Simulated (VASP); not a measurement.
# Sr (P2_1/m) in VASP: notebook

Sr is run at these levels: PBEsol; tasks: single point.

Everything below comes from runs of VASP 6.6.1. Logs are shortened: lines on timing, memory, paths and dates and some standing lists are left out, and cuts for length are marked.

### 1 The cell of the first run

The structure is monoclinic, space group P2_1/m (No. 11). The conventional cell has a = 4.195 Å, b = 6.879 Å, c = 4.195 Å, α = 90.00°, β = 120.00°, γ = 90.00°. Sr (site symmetry m) has 12 Sr at 3.99 to 4.46 Å within 5.2 Å.

### 2 Single point, PBEsol (atoms displaced along a vibrational mode)

Contents of INCAR:

```
SYSTEM = Sr
PREC = Accurate
ENCUT = 520
EDIFF = 1E-6
ISMEAR = 0
SIGMA = 0.15
LREAL = .FALSE.
LASPH = .TRUE.
NELM = 100
ALGO = Fast
ISIF = 2
LWAVE = .FALSE.
LCHARG = .TRUE.
GGA = PS
LELF = .TRUE.
LVHAR = .TRUE.
NBANDS = 17
```

Contents of KPOINTS:

```
Automatic mesh
0
G
  12 12 8
  0 0 0
```

Contents of POSCAR:

```
Sr
1.0
    4.1945366888      0.0000000000      0.0000000000
   -2.0972683444      3.6325753296      0.0000000000
    0.0000000000      0.0000000000      6.8785266073
Sr
2
Direct
    0.2777133645      0.6666666667      0.2500000000
    0.7222866355      0.3333333333      0.7500000000
```

Potentials or basis: VASP PAW PBE potentials, release 64 (Sr_sv).

The run is started by

```sh
> cat potpaw_PBE.64/Sr_sv/POTCAR > POTCAR
> mpirun -np 1 vasp_std > vasp.out
```

OUTCAR:

```text
SYSTEM = Sr
   PREC = Accurate
   ENCUT = 520
   EDIFF = 1E-6
   ISMEAR = 0
   LREAL = .FALSE.
   LASPH = .TRUE.
   NELM = 100
   ISIF = 2
   GGA = PS

 ion  position               nearest neighbor table
   1  0.278  0.667  0.250-   2 3.99   2 3.99   2 4.23   2 4.23   2 4.46   2 4.46
   2  0.722  0.333  0.750-   1 3.99   1 3.99   1 4.23   1 4.23   1 4.46   1 4.46

  LATTYP: Found a hexagonal cell.
 ALAT       =     4.1945366888
 C/A-ratio  =     1.6398775640

  Lattice vectors:

 A1 = (   4.1945366888,   0.0000000000,   0.0000000000)
 A2 = (  -2.0972683444,   3.6325753296,   0.0000000000)
 A3 = (   0.0000000000,   0.0000000000,   6.8785266073)

Analysis of symmetry for initial positions (statically):
=====================================================================
 Subroutine PRICEL returns:
 Original cell was already a primitive cell.

 Routine SETGRP: Setting up the symmetry group for a
 hexagonal supercell.

 Subroutine GETGRP returns: Found  4 space group operations
 (whereof  2 operations were pure point group operations)
 out of a pool of 24 trial point group operations.

The static configuration has the point symmetry S_2 .
 The point group associated with its full space group is C_2h.

Analysis of symmetry for dynamics (positions and initial velocities):
=====================================================================
 Subroutine PRICEL returns:
 Original cell was already a primitive cell.

 Routine SETGRP: Setting up the symmetry group for a
 hexagonal supercell.

 Subroutine GETGRP returns: Found  4 space group operations
 (whereof  2 operations were pure point group operations)
 out of a pool of 24 trial point group operations.

The dynamic configuration has the point symmetry S_2 .
 The point group associated with its full space group is C_2h.

 Subroutine INISYM returns: Found  4 space group operations
 (whereof  2 operations are pure point group operations),
 and found     1 'primitive' translations

----------------------------------------------------------------------------------------

                                     Primitive cell

  volume of cell :     104.8079

  direct lattice vectors                    reciprocal lattice vectors
     4.194536689  0.000000000  0.000000000     0.238405353  0.137643395  0.000000000
    -2.097268344  3.632575330  0.000000000     0.000000000  0.275286789  0.000000000
     0.000000000  0.000000000  6.878526607     0.000000000  0.000000000  0.145379971

  length of vectors
     4.194536689  4.194536689  6.878526607     0.275286789  0.275286789  0.145379971

  position of ions in fractional coordinates (direct lattice)
     0.277713365  0.666666667  0.250000000
     0.722286635  0.333333333  0.750000000

  ion indices of the primitive-cell ions
   primitive index   ion index
                 1           1
                 2           2

----------------------------------------------------------------------------------------

 KPOINTS: Automatic mesh

Automatic generation of k-mesh.
 Grid dimensions read from file:
 generate k-points for:   12   12    8

 Generating k-lattice:

  Cartesian coordinates                     Fractional coordinates (reciprocal lattice)
     0.019867113  0.011470283  0.000000000     0.083333333  0.000000000  0.000000000
     0.000000000  0.022940566  0.000000000     0.000000000  0.083333333  0.000000000
     0.000000000  0.000000000  0.018172496     0.000000000  0.000000000  0.125000000

  Length of vectors
     0.022940566  0.022940566  0.018172496

  Shift w.r.t. Gamma in fractional coordinates (k-lattice)
     0.000000000  0.000000000  0.000000000

 Subroutine IBZKPT returns following result:
 ===========================================

 Found    370 irreducible k-points:

 Following reciprocal coordinates:
            Coordinates               Weight
  0.000000  0.000000  0.000000      1.000000
  0.083333  0.000000  0.000000      2.000000
  0.000000  0.083333  0.000000      2.000000
 -0.083333  0.083333  0.000000      2.000000
  0.166667  0.000000  0.000000      2.000000
  0.000000  0.166667  0.000000      2.000000
[... 16 lines left out ...]
  0.166667  0.083333  0.000000      2.000000
 -0.083333  0.250000  0.000000      2.000000
 [... further k-points ...]
   k-points           NKPTS =    370   k-points in BZ     NKDIM =    370   number of bands    NBANDS=     17
   number of dos      NEDOS =    301   number of ions     NIONS =      2
   total plane-waves  NPLWV =  55296
   dimension x,y,z NGX =    32 NGY =   32 NGZ =   54
   dimension x,y,z NGXF=    64 NGYF=   64 NGZF=  108
   ions per type =               2
   NGX,Y,Z   is equivalent  to a cutoff of  12.68, 12.68, 13.05 a.u.
   NGXF,Y,Z  is equivalent  to a cutoff of  25.37, 25.37, 26.10 a.u.
 SYSTEM =  Sr
   PREC   = accura    normal or accurate (medium, high low for compatibility)
   ISTART =      0    job   : 0-new  1-cont  2-samecut
   ICHARG =      2    charge: 1-file 2-atom 10-const
   ISPIN  =      1    spin polarized calculation?
   LNONCOLLINEAR =      F non collinear calculations
   LSORBIT =      F    spin-orbit coupling
   LASPH  =      T    aspherical Exc in radial PAW
   ENCUT  =  520.0 eV  38.22 Ry    6.18 a.u.   7.80  7.80 12.79*2*pi/ulx,y,z
   NELM   =    100;   NELMIN=  2; NELMDL= -5     # of ELM steps
   EDIFF  = 0.1E-05   stopping-criterion for ELM
   LREAL  =      F    real-space projection
   EDIFFG = 0.1E-04   stopping-criterion for IOM
   NSW    =      0    number of steps for IOM
   IBRION =     -1    ionic relax: 0-MD 1-quasi-New 2-CG
   NFREE  =      0    steps in history (QN), initial steepest desc. (CG)
   ISIF   =      2    stress and relaxation
   ISYM   =      2    0-nonsym 1-usesym 2-fastsym
   POTIM  = 0.5000    time-step for ionic-motion
   TEBEG  =    0.0;   TEEND  =   0.0 temperature during run
   PSTRESS=    0.0 pullay stress
   NELECT =      20.0000    total number of electrons
   NUPDOWN=      -1.0000    fix difference up-down
   EMIN   =  10.00;   EMAX   =-10.00  energy-range for DOS
   EFERMI =   0.00;   METHOD = LEGACY
   ISMEAR =     0;   SIGMA  =   0.15  broadening in eV -4-tet -1-fermi 0-gaus
   EFERMI_NEDOS =   21; number of points for ismear=-14 and -15
   IALGO  =     68    algorithm
   IMIX   =      4    mixing-type and parameters
     AMIX     =   0.40;   BMIX     =  1.00
     AMIX_MAG =   1.60;   BMIX_MAG =  1.00
  volume/ion in A,a.u.               =      52.40       353.64
  Fermi-wavevector in a.u.,A,eV,Ry     =   0.942512  1.781089 12.086444  0.888329
  Thomas-Fermi vector in A             =   2.070128
   LORBIT       =      0    0 simple, 1 ext, 2 COOP (PROOUT), +10 PAW based schemes
   GGA     = PS    functional components
   LHFCALC =     F    Hartree Fock is set to
   AEXX    =    0.0000 exact exchange contribution
   IVDW    =     0    specifies the selected vdW correction
   LEPSILON=     F    determine dielectric tensor
   LRPA    =     F    only Hartree local field effects (RPA)
 non-spin polarized calculation
 RMM-DIIS sequential band-by-band and
 Gauss-broadening in eV      SIGMA  =   0.15
  energy-cutoff  :      520.00
  volume of cell :      104.81
 maximum number of plane-waves:      2853
   NGX = 15   NGY = 15   NGZ = 25

 number of electron      20.0000000 magnetization

 Free energy of the ion-electron system (eV)
  ---------------------------------------------------
  ext. energy  EPLUGINS =         0.00000000
  ---------------------------------------------------
  free energy    TOTEN  =        -3.65221438 eV

  energy without entropy =       -3.62476007  energy(sigma->0) =       -3.63848723

 E-fermi :   1.6551     XC(G=0):  -7.5819

 val. band max:        1.6544611175   @ k =   0.4167   0.4167   0.1250
 cond. band min:       1.6551363914   @ k =   0.5000   0.3333   0.0000
 fundamental gap:      0.0006752739
 Fermi energy:         1.6550852947

 k-point     1 :       0.0000    0.0000    0.0000
  band No.  band energies     occupation
      1     -34.7915      2.00000
      2     -34.7720      2.00000
      3     -16.9293      2.00000
      4     -16.7342      2.00000
      5     -16.6891      2.00000
      6     -16.6842      2.00000
[... 9 lines left out ...]
     16       4.6734      0.00000
     17       4.6762      0.00000

 k-point     2 :       0.0833    0.0000    0.0000
  band No.  band energies     occupation
      1     -34.7904      2.00000
      2     -34.7715      2.00000
      3     -16.9234      2.00000
      4     -16.7452      2.00000
      5     -16.6978      2.00000
      6     -16.6954      2.00000
[... 9 lines left out ...]
     16       4.5168      0.00000
     17       4.5742      0.00000

 k-point     3 :       0.0000    0.0833    0.0000
  band No.  band energies     occupation
      1     -34.7904      2.00000
      2     -34.7715      2.00000
      3     -16.9241      2.00000
      4     -16.7423      2.00000
      5     -16.7004      2.00000
      6     -16.6940      2.00000
[... 9 lines left out ...]
     16       4.5374      0.00000
     17       4.7130      0.00000

 k-point     4 :      -0.0833    0.0833    0.0000
  band No.  band energies     occupation
      1     -34.7905      2.00000
      2     -34.7714      2.00000
      3     -16.9253      2.00000
      4     -16.7379      2.00000
      5     -16.7038      2.00000
      6     -16.6938      2.00000
[... 9 lines left out ...]
     16       4.5940      0.00000
     17       4.7554      0.00000
[... 343 lines left out ...]
      1     -34.7885      2.00000
      2     -34.7704      2.00000
      3     -16.9152      2.00000
      4     -16.7574      2.00000
      5     -16.7248      2.00000
      6     -16.7063      2.00000
[... 9 lines left out ...]
     16       4.4238      0.00000
     17       4.8136      0.00000

 k-point    23 :       0.1667    0.0833    0.0000
  band No.  band energies     occupation
      1     -34.7843      2.00000
      2     -34.7694      2.00000
      3     -16.8893      2.00000
      4     -16.8009      2.00000
      5     -16.7672      2.00000
      6     -16.7150      2.00000
[... 9 lines left out ...]
     16       4.5864      0.00000
     17       4.7449      0.00000

 k-point    24 :      -0.0833    0.2500    0.0000
  band No.  band energies     occupation
      1     -34.7852      2.00000
      2     -34.7685      2.00000
      3     -16.9000      2.00000
      4     -16.7832      2.00000
      5     -16.7582      2.00000
      6     -16.7341      2.00000
[... 9 lines left out ...]
     16       4.5832      0.00000
     17       5.1328      0.00000

 [... further k-points ...]

------------------------ aborting loop because EDIFF is reached ----------------------------------------

  FORCE on cell =-STRESS in cart. coord.  units (eV):
  Direction    XX          YY          ZZ          XY          YZ          ZX
  --------------------------------------------------------------------------------------
  -------------------------------------------------------------------------------------
  Total       -0.1170891     -0.0502220      0.1366414      0.3943855      0.0000000      0.0000000
  in kB       -1.7899170     -0.7677335      2.0888089      6.0288914      0.0000000      0.0000000
  external PRESSURE =      -0.1562805 kB  Pullay stress =       0.0000000 kB

 VOLUME and BASIS-vectors are now :
 -----------------------------------------------------------------------------
  energy-cutoff  :      520.00
  volume of cell :      104.81
      direct lattice vectors                 reciprocal lattice vectors
     4.194536689  0.000000000  0.000000000     0.238405353  0.137643395  0.000000000
    -2.097268344  3.632575330  0.000000000     0.000000000  0.275286789  0.000000000
     0.000000000  0.000000000  6.878526607     0.000000000  0.000000000  0.145379971

 POSITION                                       TOTAL-FORCE (eV/Angst)
 -----------------------------------------------------------------------------------
     -0.23330      2.42172      1.71963         0.135564      0.066502      0.000000
      2.33057      1.21086      5.15889        -0.135564     -0.066502      0.000000
 -----------------------------------------------------------------------------------
    total drift:                                0.000000     -0.000000     -0.000000

  FREE ENERGIE OF THE ION-ELECTRON SYSTEM (eV)
  ---------------------------------------------------
  free  energy   TOTEN  =        -3.6522143818 eV

  energy  without entropy=       -3.6247600741  energy(sigma->0) =       -3.63848723
```

It took 5.1 min on 1 thread of Intel Xeon 6975P-C (Granite Rapids), shared host; peak memory 0.65 GiB.

What came out:

```
Free energy            : -3.6522 eV
Pressure               : 0.0 GPa
Largest force          : 0.151 eV/Å
Band gap on the k mesh : zero (bands 10 and 11 overlap by 0.37 eV)
```

Forces in eV/Å, atoms in the order of the input:
```
Sr   0.136  0.067  0.000
Sr  -0.136 -0.067  0.000
```

Levels at points of the mesh, in eV from the Fermi level:
```
           k point  band 6  band 7  band 8  band 9  band 10  band 11  band 12  band 13  band 14  band 15
(0.00, 0.00, 0.00)  -18.34  -18.34  -18.33   -3.73    -1.17     0.13     2.08     2.27     2.49     2.69
(0.50, 0.00, 0.00)  -18.41  -18.41  -18.36   -0.93    -0.68     0.33     0.41     0.86     1.66     2.35
(0.00, 0.50, 0.00)  -18.41  -18.38  -18.37   -1.11    -0.51     0.04     0.33     1.35     1.77     2.44
(0.50, 0.50, 0.00)  -18.43  -18.38  -18.34   -1.28    -0.36    -0.17     0.12     1.94     2.20     2.20
(0.00, 0.00, 0.50)  -18.36  -18.34  -18.34   -2.75    -2.75     1.26     1.26     2.31     2.31     2.48
(0.50, 0.00, 0.50)  -18.40  -18.38  -18.38   -0.90    -0.90     0.50     0.50     1.09     1.09     3.16
(0.00, 0.50, 0.50)  -18.42  -18.38  -18.38   -0.84    -0.84     0.31     0.31     1.24     1.24     3.31
(0.50, 0.50, 0.50)  -18.42  -18.39  -18.39   -0.74    -0.74     0.09     0.09     1.55     1.55     3.13
```

Caveat: the cell differs from its parent crystal (atoms displaced along a vibrational mode); the PAW data sets were made with another functional, which shifts forces and pressure a little.

### 3 Single point, PBEsol (atoms displaced along a vibrational mode)

Contents of INCAR:

```
ALGO = Fast
EDIFF = 1E-6
ENCUT = 520
GGA = PS
ISIF = 2
ISMEAR = 0
LASPH = True
LCHARG = False
LREAL = False
LWAVE = False
NBANDS = 17
NELM = 80
PREC = Accurate
SIGMA = 0.15
```

Contents of KPOINTS:

```
k-points
0
Gamma
  12 12 8
```

Contents of POSCAR:

```
Sr
1.0
    4.1945366888      0.0000000000      0.0000000000
   -2.0972683444      3.6325753296      0.0000000000
    0.0000000000      0.0000000000      6.8785266073
Sr
2
Direct
    0.2220695551      0.6666666667      0.2500000000
    0.7779304449      0.3333333333      0.7500000000
```

Potentials or basis: VASP PAW PBE potentials, release 64 (Sr_sv).

The run is started by

```sh
> cat potpaw_PBE.64/Sr_sv/POTCAR > POTCAR
> mpirun -np 1 vasp_std > vasp.out
```

Run time: 11 min. Hardware: 1 thread of Intel Xeon Platinum 8259CL at 2.50GHz (Skylake/Cascade Lake), shared host; peak memory 0.65 GiB.

It converged, with:

```
Free energy            : -3.5657 eV
Pressure               : 0.0 GPa
Largest force          : 0.307 eV/Å
Band gap on the k mesh : zero (bands 10 and 11 overlap by 0.47 eV)
```

Forces in eV/Å, atoms in the order of the input:
```
Sr   0.222  0.212  0.000
Sr  -0.222 -0.212  0.000
```

Stress tensor (GPa, compression positive):
```
-0.61  0.88  0.00
 0.88 -0.19  0.00
 0.00  0.00  0.84
```

Levels at points of the mesh, in eV from the Fermi level:
```csv
k point,band 7,band 8,band 9,band 10,band 11,band 12,band 13,band 14
"(0.00, 0.00, 0.00)",-18.33,-18.32,-3.69,-1.11,0.17,1.76,2.30,2.66
"(0.50, 0.00, 0.00)",-18.37,-18.37,-0.83,-0.70,0.45,0.66,0.77,1.35
"(0.00, 0.50, 0.00)",-18.39,-18.36,-1.05,-0.49,0.07,0.62,1.34,1.37
"(0.50, 0.50, 0.00)",-18.39,-18.32,-1.35,-0.29,-0.20,0.08,2.29,2.35
"(0.00, 0.00, 0.50)",-18.34,-18.34,-2.71,-2.71,1.23,1.23,2.40,2.40
"(0.50, 0.00, 0.50)",-18.38,-18.38,-0.88,-0.88,0.57,0.57,0.99,0.99
"(0.00, 0.50, 0.50)",-18.37,-18.37,-0.82,-0.82,0.34,0.34,1.13,1.13
"(0.50, 0.50, 0.50)",-18.39,-18.39,-0.56,-0.56,-0.10,-0.10,1.62,1.62
```

Caveat: the cell differs from its parent crystal (atoms displaced along a vibrational mode); the PAW data sets were made with another functional, which shifts forces and pressure a little.
